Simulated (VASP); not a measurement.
**SO (rock salt type): single point with r2SCAN**

The system is SO (rock salt type).

```
S O
1.0
     0.00000    2.27182    2.27182
     2.27182    0.00000    2.27182
     2.27182    2.27182    0.00000
S O
1 1
Direct
  0.00000 0.00000 0.00000
  0.50000 0.50000 0.50000
```

```yaml
Program: VASP 6.6.1
Task: single point
Functional: r2SCAN
Potentials_or_basis: VASP PAW PBE potentials, release 64 (S, O)
Cutoff: 520 eV
k_mesh: 13 × 13 × 13
Occupations: fermi-dirac, width 0.1 eV
Spin: no spin polarisation
Dipole_correction: no
Further_INCAR_settings: ALGO = Normal; EDIFF = 1e-06; NBANDS = 13
```

```
Pressure               : 5.3 GPa
Band gap on the k mesh : zero (bands 6 and 7 overlap by 3.38 eV)
```

Levels at points of the mesh, in eV from the Fermi level:
| k point | band 4 | band 5 | band 6 | band 7 | band 8 | band 9 |
| --- | --- | --- | --- | --- | --- | --- |
| (0.00, 0.00, 0.00) | -4.71 | -4.71 | 1.87 | 1.87 | 1.87 | 10.01 |

Wall time 28 s on 1 thread of Intel(R) Xeon(R) 6975P-C (Granite Rapids), with other jobs on the host, peak memory 0.15 GiB.

Caveat: the cell stands under pressure; the PAW data sets were made with another functional, which shifts forces and pressure a little.
